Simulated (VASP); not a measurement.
A run of VASP 6.6.1 is set up as follows.

INCAR

```
PREC = Accurate ; ENCUT = 520
EDIFF = 1E-7 ; ISMEAR = -1
SIGMA = 0.1 ; LREAL = False
LASPH = True ; NELM = 100
ALGO = Normal ; ISIF = 2
LWAVE = False ; LCHARG = False
GGA = CA ; NBANDS = 10
```

KPOINTS

```
regular mesh
0
Gamma
  17 17 17
```

File POSCAR:

```
Na
1.0
   -1.6197926245      1.6197926245      1.6197926245
    1.6197926245     -1.6197926245      1.6197926245
    1.6197926245      1.6197926245     -1.6197926245
Na
1
Direct
    0.0000000000      0.0000000000      0.0000000000
```

Potentials or basis: VASP PAW LDA potentials, release 64 (Na_pv).

Launch:

```console
$ cat potpaw_LDA.64/Na_pv/POTCAR > POTCAR
$ mpirun -np 1 vasp_std > vasp.out
```

Task: Predict the pressure.

Result: 22.1 GPa.

Task: Estimate the band gap on the k mesh.

Result: Zero (an odd number of electrons rules out a gap without spin polarisation).

Caveat: the cell stands under pressure.
